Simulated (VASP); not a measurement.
Runs of VASP 6.6.1 on KF. The structure is that of space group F-43m (No. 216), or close to it. The cells are those of the table. 

```tsv
task	cell	gap on the mesh (eV)	pressure (GPa)
relaxation of shape and atoms at fixed volume	relaxed from a = 4.251 Å, angles 60.0°, 2 atoms	4.97	-0.6
relaxation of shape and atoms at fixed volume	relaxed from a = 4.167 Å, angles 60.0°, 2 atoms	5.13	0.7
relaxation of cell and atoms	relaxed from a = 4.209 Å, angles 60.0°, 2 atoms	(a)	0.0
relaxation of shape and atoms at fixed volume	relaxed from a = 4.345 Å, angles 60.0°, 2 atoms	4.80	-1.6
```

Alike in all rows: level PBE; potentials or basis VASP PAW PBE potentials, release 64 (K_sv, F); no spin polarisation; k mesh 8 × 8 × 8.

Q: Estimate the missing entries.

A: (a) 5.05.

Caveats: the relaxation stopped at its first step, so nothing moved.

A k mesh can miss the band edges.
